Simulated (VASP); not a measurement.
A run of VASP 6.6.1:

The input INCAR:

```
SYSTEM = AlNi
PREC = Accurate
ENCUT = 520
EDIFF = 1E-6
ISMEAR = 0
SIGMA = 0.15
LREAL = .False.
LASPH = .True.
NELM = 100
ALGO = Fast
ISIF = 2
LWAVE = .False.
LCHARG = .True.
GGA = PE
LELF = .True.
LVHAR = .True.
NBANDS = 14
```

KPOINTS

```
Automatic mesh
0
Gamma
  16 16 16
  0 0 0
```

The input POSCAR:

```
AlNi
1.0
    2.1923570833     -2.1923208037      0.0000000000
    2.1923570833      2.1923208037      0.0000000000
    0.0000000000      0.0000000000      2.9004437058
Al Ni
1 1
Direct
    0.0000000000      0.0000000000      0.0000000000
    0.5000000000      0.5000000000      0.5000000000
```

Potentials or basis: VASP PAW PBE potentials, release 64 (Al, Ni).

Command:

```console
$ cat potpaw_PBE.64/Al/POTCAR potpaw_PBE.64/Ni/POTCAR > POTCAR
$ mpirun -np 1 vasp_std > vasp.out
```

Hardware: 1 thread of Intel(R) Xeon(R) Platinum 8488C (Sapphire Rapids), with other jobs on the host.

Q: How long does it take, and how much memory?

A: Wall time 2 min on 1 thread of Intel(R) Xeon(R) Platinum 8488C (Sapphire Rapids) (shared host), peak memory 0.36 GiB. Counts: scf iterations 16, k points 657.
